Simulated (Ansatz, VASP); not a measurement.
## One calculation of Co, two programs

Contents of INCAR:

```
PREC = Accurate
ENCUT = 600
EDIFF = 1E-6
ISMEAR = -1
SIGMA = 0.1
LREAL = F
LASPH = T
NELM = 120
ALGO = Normal
ISIF = 2
LWAVE = F
LCHARG = T
GGA = CA
LELF = T
LVHAR = T
NBANDS = 24
GGA_COMPAT = F
```

Contents of KPOINTS:

```
Automatic mesh
0
Gamma
  13 13 13
```

File POSCAR:

```
Co
1.0
    0.0000000000      2.2969432808      2.2969432808
    2.2969432808      0.0000000000      2.2969432808
    2.2969432808      2.2969432808      0.0000000000
Co
2
Direct
    0.1250000000      0.1250000000      0.1250000000
    0.8750000000      0.8750000000      0.8750000000
```

Input for Ansatz:

```yaml
crystal:
  lattice:
    - [0.0, 2.2969432808, 2.2969432808]
    - [2.2969432808, 0.0, 2.2969432808]
    - [2.2969432808, 2.2969432808, 0.0]
  atoms:
    - { symbol: Co, position: [0.125, 0.125, 0.125] }
    - { symbol: Co, position: [0.875, 0.875, 0.875] }
hamiltonian:
  xc: lda
  pseudopotentials:
    kind: paw
    azcp:
      Co: "pseudopotentials/Co.paw.azcp"
basis:
  ecutwfc: 420
  fft_grid_basis: typed
kpoints:
  mp_grid: { grid: [13, 13, 13], shift: [0, 0, 0] }
magnetization:
  spin_polarized: false
scf:
  occupations: { method: fermi_dirac, width: 0.1 }
  lower_state_search: "off"
output:
  stress: true
```

Alike in both runs: task single point; functional LDA; k mesh 13 × 13 × 13; occupations fermi-dirac, width 0.1 eV; no spin polarisation.

|  | VASP | Ansatz |
| --- | --- | --- |
| version | VASP 6.6.1 | Ansatz 0.2.0 |
| potentials or method | VASP PAW LDA potentials, release 64 (Co_sv), cutoff 600 eV | plane waves (420 eV) with PAW, scalar-relativistic |
| valence electrons in the cell | 34 | 34 |

```csv
,VASP,Ansatz,Ansatz less VASP
pressure (GPa),24.9,28.3,+3.40
```

Ansatz warns that its potentials were made for another functional, while VASP's fit it. LDA's correlation is that of Perdew and Zunger in VASP and of Perdew and Wang (1992) in Ansatz.
